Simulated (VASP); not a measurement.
# FeSi (P2_13) in VASP: further runs

FeSi is run at these levels: PBEsol; tasks: single point.

Program: VASP 6.6.1. These are calculated values, not measurements. Logs are shortened: lines on timing, memory, paths and dates and some standing lists are left out, and cuts for length are marked.

## Step 1: The cell of the first run

Symmetry: P2_13, No. 198, cubic system. Conventional cell: a = 4.404 Å, b = 4.404 Å, c = 4.404 Å, α = 90.00°, β = 90.00°, γ = 90.00°. Within 3.0 Å of Fe (site symmetry 3) lie 7 Si at 2.26 to 2.47 Å and 6 Fe at 2.70 Å. Si (site symmetry 3) has 7 Fe at 2.26 to 2.47 Å and 6 Si at 2.73 Å within 3.0 Å.

## Step 2: Single point, PBEsol, collinear spin, ferromagnetic start

File INCAR:

```
SYSTEM = FeSi
  ALGO = Normal
  EDIFF = 1E-6
  ENCUT = 600
  GGA = PS
  GGA_COMPAT = .False.
  ISIF = 2
  ISMEAR = -1
  ISPIN = 2
  LASPH = .True.
  LCHARG = .True.
  LELF = .True.
  LMAXMIX = 4
  LORBIT = 11
  LREAL = .False.
  LVHAR = .True.
  LWAVE = .False.
  MAGMOM = 2.5 2.5 2.5 2.5 0 0 0 0
  NBANDS = 38
  NELM = 200
  PREC = Accurate
  SIGMA = 0.05
```

File KPOINTS:

```
k-points
0
Gamma
  7 7 7
  0 0 0
```

File POSCAR:

```
FeSi
1.0
    4.4042391067      0.0000000000      0.0000000000
    0.0000000000      4.4042391067      0.0000000000
    0.0000000000      0.0000000000      4.4042391067
Fe Si
4 4
Direct
    0.1370842495      0.1370842495      0.1370842495
    0.3629157505      0.8629157505      0.6370842495
    0.6370842495      0.3629157505      0.8629157505
    0.8629157505      0.6370842495      0.3629157505
    0.8412042435      0.8412042435      0.8412042435
    0.6587957565      0.1587957565      0.3412042435
    0.3412042435      0.6587957565      0.1587957565
    0.1587957565      0.3412042435      0.6587957565
```

Potentials or basis: VASP PAW PBE potentials, release 64 (Fe, Si).

The run is started by

```console
$ cat potpaw_PBE.64/Fe/POTCAR potpaw_PBE.64/Si/POTCAR > POTCAR
$ mpirun -np 1 vasp_std > vasp.out
```

OUTCAR:

```text
SYSTEM = FeSi
   EDIFF = 1E-6
   ENCUT = 600
   GGA = PS
   ISIF = 2
   ISMEAR = -1
   ISPIN = 2
   LASPH = .True.
   LORBIT = 11
   LREAL = .False.
   NELM = 200
   PREC = Accurate

 ion  position               nearest neighbor table
   1  0.137  0.137  0.137-   5 2.26   6 2.29   7 2.29   8 2.29   7 2.47   6 2.47   8 2.47   3 2.70
                             4 2.70   2 2.70   2 2.70   4 2.70   3 2.70
   2  0.363  0.863  0.637-   6 2.26   5 2.29   7 2.29   8 2.29   8 2.47   7 2.47   5 2.47   1 2.70
                             1 2.70   3 2.70   3 2.70   4 2.70   4 2.70
   3  0.637  0.363  0.863-   7 2.26   6 2.29   5 2.29   8 2.29   5 2.47   6 2.47   8 2.47   1 2.70
                             4 2.70   2 2.70   2 2.70   4 2.70   1 2.70
   4  0.863  0.637  0.363-   8 2.26   6 2.29   7 2.29   5 2.29   6 2.47   5 2.47   7 2.47   1 2.70
                             3 2.70   2 2.70   1 2.70   2 2.70   3 2.70
   5  0.841  0.841  0.841-   1 2.26   2 2.29   3 2.29   4 2.29   3 2.47   2 2.47   4 2.47   6 2.73
                             7 2.73   8 2.73   6 2.73   8 2.73   7 2.73
   6  0.659  0.159  0.341-   2 2.26   1 2.29   3 2.29   4 2.29   4 2.47   3 2.47   1 2.47   8 2.73
                             5 2.73   5 2.73   7 2.73   7 2.73   8 2.73
   7  0.341  0.659  0.159-   3 2.26   2 2.29   1 2.29   4 2.29   1 2.47   2 2.47   4 2.47   8 2.73
                             5 2.73   8 2.73   6 2.73   6 2.73   5 2.73
   8  0.159  0.341  0.659-   4 2.26   2 2.29   3 2.29   1 2.29   2 2.47   1 2.47   3 2.47   7 2.73
                             5 2.73   7 2.73   5 2.73   6 2.73   6 2.73

  LATTYP: Found a simple cubic cell.
 ALAT       =     4.4042391067

  Lattice vectors:

 A1 = (   4.4042391067,   0.0000000000,   0.0000000000)
 A2 = (   0.0000000000,   4.4042391067,   0.0000000000)
 A3 = (   0.0000000000,   0.0000000000,   4.4042391067)

Analysis of symmetry for initial positions (statically):
=====================================================================
 Subroutine PRICEL returns:
 Original cell was already a primitive cell.

 Routine SETGRP: Setting up the symmetry group for a
 simple cubic supercell.

 Subroutine GETGRP returns: Found 12 space group operations
 (whereof  3 operations were pure point group operations)
 out of a pool of 48 trial point group operations.

The static configuration has the point symmetry C_3 .
 The point group associated with its full space group is T   .

Analysis of symmetry for dynamics (positions and initial velocities):
=====================================================================
 Subroutine PRICEL returns:
 Original cell was already a primitive cell.

 Routine SETGRP: Setting up the symmetry group for a
 simple cubic supercell.

 Subroutine GETGRP returns: Found 12 space group operations
 (whereof  3 operations were pure point group operations)
 out of a pool of 48 trial point group operations.

[... 177 lines left out ...]

 val. band max:       10.0059658294   @ k =  -0.1429   0.2857   0.0000
 cond. band min:      10.1548271632   @ k =   0.2857   0.2857   0.0000
 fundamental gap:      0.1488613338
 Fermi energy:        10.0828417241

 spin component 1

 k-point     1 :       0.0000    0.0000    0.0000
  band No.  band energies     occupation
      1      -3.4716      1.00000
      2       1.9933      1.00000
      3       1.9933      1.00000
      4       1.9933      1.00000
      5       4.8180      1.00000
      6       4.8180      1.00000
[... 925 lines left out ...]
     35      16.7263      0.00000
     36      16.9525      0.00000
 Fermi energy:        10.0828417241

 spin component 2

 k-point     1 :       0.0000    0.0000    0.0000
  band No.  band energies     occupation
      1      -3.4716      1.00000
      2       1.9933      1.00000
      3       1.9933      1.00000
      4       1.9933      1.00000
      5       4.8179      1.00000
      6       4.8179      1.00000
[... 925 lines left out ...]
     35      16.7263      0.00000
     36      16.9524      0.00000
 [bands above 36 left out]

------------------------ aborting loop because EDIFF is reached ----------------------------------------

  FORCE on cell =-STRESS in cart. coord.  units (eV):
  Direction    XX          YY          ZZ          XY          YZ          ZX
  --------------------------------------------------------------------------------------
  -------------------------------------------------------------------------------------
  Total        0.2361916      0.2361916      0.2361916     -0.0000000      0.0000000      0.0000000
  in kB        4.4295778      4.4295778      4.4295778     -0.0000000      0.0000000      0.0000000
  external PRESSURE =       4.4295778 kB  Pullay stress =       0.0000000 kB

 VOLUME and BASIS-vectors are now :
 -----------------------------------------------------------------------------
  energy-cutoff  :      600.00
  volume of cell :       85.43
      direct lattice vectors                 reciprocal lattice vectors
     4.404239107  0.000000000  0.000000000     0.227053976  0.000000000  0.000000000
     0.000000000  4.404239107  0.000000000     0.000000000  0.227053976  0.000000000
     0.000000000  0.000000000  4.404239107     0.000000000  0.000000000  0.227053976

 POSITION                                       TOTAL-FORCE (eV/Angst)
 -----------------------------------------------------------------------------------
      0.60375      0.60375      0.60375         0.025290      0.025290      0.025290
      1.59837      3.80049      2.80587        -0.025290     -0.025290      0.025290
      2.80587      1.59837      3.80049         0.025290     -0.025290     -0.025290
      3.80049      2.80587      1.59837        -0.025290      0.025290     -0.025290
      3.70486      3.70486      3.70486         0.002653      0.002653      0.002653
      2.90149      0.69937      1.50275        -0.002653     -0.002653      0.002653
      1.50275      2.90149      0.69937         0.002653     -0.002653     -0.002653
      0.69937      1.50275      2.90149        -0.002653      0.002653     -0.002653
 -----------------------------------------------------------------------------------
    total drift:                               -0.000001     -0.000001     -0.000000

  FREE ENERGIE OF THE ION-ELECTRON SYSTEM (eV)
  ---------------------------------------------------
  free  energy   TOTEN  =       -63.8348596652 eV

  energy  without entropy=      -63.7940602500  energy(sigma->0) =      -63.81445996

 total charge

# of ion       s       p       d       tot
------------------------------------------
    1        0.457   0.680   6.615   7.752
    2        0.457   0.680   6.615   7.752
    3        0.457   0.680   6.615   7.752
    4        0.457   0.680   6.615   7.752
    5        0.737   0.917   0.000   1.655
    6        0.737   0.917   0.000   1.655
    7        0.737   0.917   0.000   1.655
    8        0.737   0.917   0.000   1.655
--------------------------------------------------
tot          4.778   6.389  26.461  37.628

 magnetization (x)

# of ion       s       p       d       tot
------------------------------------------
    1        0.000  -0.000   0.000   0.000
    2        0.000  -0.000   0.000   0.000
    3        0.000  -0.000   0.000   0.000
    4        0.000  -0.000   0.000   0.000
    5       -0.000  -0.000   0.000  -0.000
    6       -0.000  -0.000   0.000  -0.000
    7       -0.000  -0.000   0.000  -0.000
    8       -0.000  -0.000   0.000  -0.000
--------------------------------------------------
tot         -0.000  -0.000   0.000   0.000
```

OSZICAR:

```text
N       E                     dE             d eps       ncg     rms          rms(c)
DAV:   1     0.368808844322E+03    0.36881E+03   -0.21744E+04  3648   0.160E+03
DAV:   2    -0.383054096958E+02   -0.40711E+03   -0.38377E+03  3648   0.355E+02
DAV:   3    -0.691400109525E+02   -0.30835E+02   -0.28622E+02  4040   0.117E+02
DAV:   4    -0.704899508314E+02   -0.13499E+01   -0.13356E+01  5140   0.226E+01
DAV:   5    -0.705192327046E+02   -0.29282E-01   -0.29268E-01  4790   0.326E+00    0.364E+01
DAV:   6    -0.746705027882E+02   -0.41513E+01   -0.98284E+01  5200   0.128E+02    0.294E+01
DAV:   7    -0.639941437516E+02    0.10676E+02   -0.42236E+01  4416   0.934E+01    0.953E+00
DAV:   8    -0.639295927176E+02    0.64551E-01   -0.34031E+00  5180   0.121E+01    0.432E+00
DAV:   9    -0.638395983789E+02    0.89994E-01   -0.25049E-01  5554   0.573E+00    0.217E+00
DAV:  10    -0.638362891087E+02    0.33093E-02   -0.34820E-02  5628   0.171E+00    0.130E+00
DAV:  11    -0.638350477698E+02    0.12413E-02   -0.12970E-02  5728   0.129E+00    0.235E-01
DAV:  12    -0.638348956172E+02    0.15215E-03   -0.25645E-03  4520   0.638E-01    0.162E-01
DAV:  13    -0.638348758994E+02    0.19718E-04   -0.18222E-04  5126   0.129E-01    0.702E-02
DAV:  14    -0.638348641256E+02    0.11774E-04   -0.28078E-05  5270   0.658E-02    0.351E-02
DAV:  15    -0.638348598792E+02    0.42464E-05   -0.46216E-06  4004   0.268E-02    0.124E-02
DAV:  16    -0.638348596652E+02    0.21406E-06   -0.73631E-07  2330   0.106E-02
   1 F= -.63834860E+02 E0= -.63814460E+02  d E =-.407994E-01  mag=    -0.0001
```

stdout:

```text
POSCAR found type information on POSCAR FeSi
 POSCAR found :  2 types and       8 ions
 scaLAPACK will be used
 -----------------------------------------------------------------------------
|                                                                             |
|                                                                             |
|     You enforced a specific xc type in the INCAR file but a different       |
|     I HOPE YOU KNOW WHAT YOU ARE DOING!                                     |
|                                                                             |
 -----------------------------------------------------------------------------

 LDA part: xc-table for (Slater+PW92), standard interpolation
 POSCAR, INCAR and KPOINTS ok, starting setup
 FFT: planning ... GRIDC
 FFT: planning ... GRID_SOFT
 FFT: planning ... GRID
 WAVECAR not read
 entering main loop
```

Run time: 5.4 min. Hardware: 1 thread of Oxide Virtual Turin-like, shared host; peak memory 0.27 GiB.

What came out:

```
Free energy                                           : -63.8349 eV
Pressure                                              : 0.4 GPa
Largest force                                         : 0.044 eV/Å
Band gap on the k mesh                                : 0.15 eV (least direct gap 0.17 eV)
Net moment                                            : 0.00 μB per cell
Valence electrons inside the program's atomic spheres : Fe 7.75; Si 1.66
```

Forces on the atoms (eV/Å):
```
Fe   0.025  0.025  0.025
Fe  -0.025 -0.025  0.025
Fe   0.025 -0.025 -0.025
Fe  -0.025  0.025 -0.025
Si   0.003  0.003  0.003
Si  -0.003 -0.003  0.003
Si   0.003 -0.003 -0.003
Si  -0.003  0.003 -0.003
```

Levels at points of the mesh, in eV from the valence-band top:
Spin up:
```csv
k point,band 22,band 23,band 24,band 25,band 26,band 27
"(0.00, 0.00, 0.00)",-0.28,-0.04,-0.04,0.69,0.69,0.69
```
Spin down:
```
           k point  band 21  band 22  band 23  band 24  band 25  band 26  band 27  band 28
(0.00, 0.00, 0.00)    -0.28    -0.28    -0.04    -0.04     0.69     0.69     0.69     3.20
```

Caveat: the moments typed at the start vanished in this run; the PAW data sets were made with another functional, which shifts forces and pressure a little; an odd mesh through Γ misses points on the zone boundary, where band edges can lie.

## Step 3: Single point, PBEsol, collinear spin, ferromagnetic start

This run uses another cell than the first one, of 11.54 Å³/atom.

File INCAR:

```
PREC = Accurate ; ENCUT = 600
EDIFF = 1E-6 ; ISMEAR = -1
SIGMA = 0.05 ; LREAL = F
LASPH = T ; NELM = 200
ALGO = Normal ; ISIF = 2
LWAVE = F ; LCHARG = T
ISPIN = 2 ; MAGMOM = 2.5 2.5 2.5 2.5 0 0 0 0
LORBIT = 11 ; LMAXMIX = 4
GGA = PS ; LELF = T
LVHAR = T ; NBANDS = 38
GGA_COMPAT = F
```

File KPOINTS:

```
regular mesh
0
Gamma
  7 7 7
```

File POSCAR:

```
FeSi
1.0
    4.5201574690      0.0000000000      0.0000000000
    0.0000000000      4.5201574690      0.0000000000
    0.0000000000      0.0000000000      4.5201574690
Fe Si
4 4
Direct
    0.1329034745      0.1329034745      0.1329034745
    0.3670965255      0.8670965255      0.6329034745
    0.6329034745      0.3670965255      0.8670965255
    0.8670965255      0.6329034745      0.3670965255
    0.8393748416      0.8393748416      0.8393748416
    0.6606251584      0.1606251584      0.3393748416
    0.3393748416      0.6606251584      0.1606251584
    0.1606251584      0.3393748416      0.6606251584
```

Potentials or basis: VASP PAW PBE potentials, release 64 (Fe, Si).

The run is started by

```console
$ cat potpaw_PBE.64/Fe/POTCAR potpaw_PBE.64/Si/POTCAR > POTCAR
$ mpirun -np 1 vasp_std > vasp.out
```

It took 6.2 min on 1 thread of Oxide Virtual Turin-like, shared host; peak memory 0.29 GiB.

The run converged. Its results:

* Free energy: -63.4875 eV
* Pressure: -15.1 GPa
* Largest force: 0.047 eV/Å
* Band gap on the k mesh: 0.15 eV (least direct gap 0.19 eV)
* Net moment: 0.00 μB per cell
* Valence electrons inside the program's atomic spheres: Fe 7.55; Si 1.61

Forces on the atoms (eV/Å):
```
Fe   0.027  0.027  0.027
Fe  -0.027 -0.027  0.027
Fe   0.027 -0.027 -0.027
Fe  -0.027  0.027 -0.027
Si   0.007  0.007  0.007
Si  -0.007 -0.007  0.007
Si   0.007 -0.007 -0.007
Si  -0.007  0.007 -0.007
```

Levels at points of the mesh, in eV from the valence-band top:
Spin up:
```csv
k point,band 20,band 21,band 22,band 23,band 24,band 25,band 26,band 27,band 28,band 29
"(0.00, 0.00, 0.00)",-0.25,-0.25,-0.25,-0.02,-0.02,0.61,0.61,0.61,2.85,2.85
```
Spin down:
```tsv
k point	band 22	band 23	band 24	band 25	band 26	band 27
(0.00, 0.00, 0.00)	-0.25	-0.02	-0.02	0.61	0.61	0.61
```

Caveat: the cell stands under tension; the moments typed at the start vanished in this run; the PAW data sets were made with another functional, which shifts forces and pressure a little; an odd mesh through Γ misses points on the zone boundary, where band edges can lie.

## Step 4: Single point, PBEsol, collinear spin, ferromagnetic start

This run uses another cell than the first one, of 11.78 Å³/atom.

File INCAR:

```
SYSTEM = FeSi
  PREC = Accurate
  ENCUT = 600
  EDIFF = 1E-6
  ISMEAR = -1
  SIGMA = 0.05
  LREAL = .FALSE.
  LASPH = .TRUE.
  NELM = 200
  ALGO = Normal
  ISIF = 2
  LWAVE = .FALSE.
  LCHARG = .TRUE.
  ISPIN = 2
  MAGMOM = 2.5 2.5 2.5 2.5 0 0 0 0
  LORBIT = 11
  LMAXMIX = 4
  GGA = PS
  LELF = .TRUE.
  LVHAR = .TRUE.
  NBANDS = 38
  GGA_COMPAT = .FALSE.
```

File KPOINTS:

```
regular mesh
0
G
  7 7 7
  0 0 0
```

File POSCAR:

```
FeSi
1.0
    4.5507000000      0.0000000000      0.0000000000
    0.0000000000      4.5507000000      0.0000000000
    0.0000000000      0.0000000000      4.5507000000
Fe Si
4 4
Direct
    0.1354210514      0.1354210514      0.1354210514
    0.3645789486      0.8645789486      0.6354210514
    0.6354210514      0.3645789486      0.8645789486
    0.8645789486      0.6354210514      0.3645789486
    0.8427385147      0.8427385147      0.8427385147
    0.6572614853      0.1572614853      0.3427385147
    0.3427385147      0.6572614853      0.1572614853
    0.1572614853      0.3427385147      0.6572614853
```

The run is started by

```console
$ cat potpaw_PBE.64/Fe/POTCAR potpaw_PBE.64/Si/POTCAR > POTCAR
$ mpirun -np 1 vasp_std > vasp.out
```

Run time: 7.1 min. Hardware: 1 thread of Oxide Virtual Turin-like, shared host; peak memory 0.29 GiB.

It converged, with:

```
Free energy                                           : -63.2636 eV
Pressure                                              : -16.3 GPa
Largest force                                         : 0.027 eV/Å
Net moment                                            : 3.58 μB per cell
Site moments                                          : Fe +0.98; Si -0.04 μB
Valence electrons inside the program's atomic spheres : Fe 7.49; Si 1.59
```

Forces on the atoms (eV/Å):
```
Fe   0.015  0.015  0.015
Fe  -0.015 -0.015  0.015
Fe   0.015 -0.015 -0.015
Fe  -0.015  0.015 -0.015
Si  -0.001 -0.001 -0.001
Si   0.001  0.001 -0.001
Si  -0.001  0.001  0.001
Si   0.001 -0.001  0.001
```

Levels at points of the mesh, in eV from the Fermi level:
Spin up:
| k point | band 23 | band 24 | band 25 | band 26 | band 27 | band 28 | band 29 | band 30 |
| --- | --- | --- | --- | --- | --- | --- | --- | --- |
| (0.00, 0.00, 0.00) | -0.65 | -0.65 | 0.07 | 0.07 | 0.07 | 2.51 | 2.51 | 2.51 |
Spin down:
```csv
k point,band 18,band 19,band 20,band 21,band 22,band 23,band 24,band 25,band 26,band 27
"(0.00, 0.00, 0.00)",-1.57,-1.57,0.09,0.09,0.09,0.31,0.31,1.08,1.08,1.08
```

Caveat: the cell stands under tension; the PAW data sets were made with another functional, which shifts forces and pressure a little.

The gap in the log of VASP goes by the Fermi energy; the results here count the filled bands.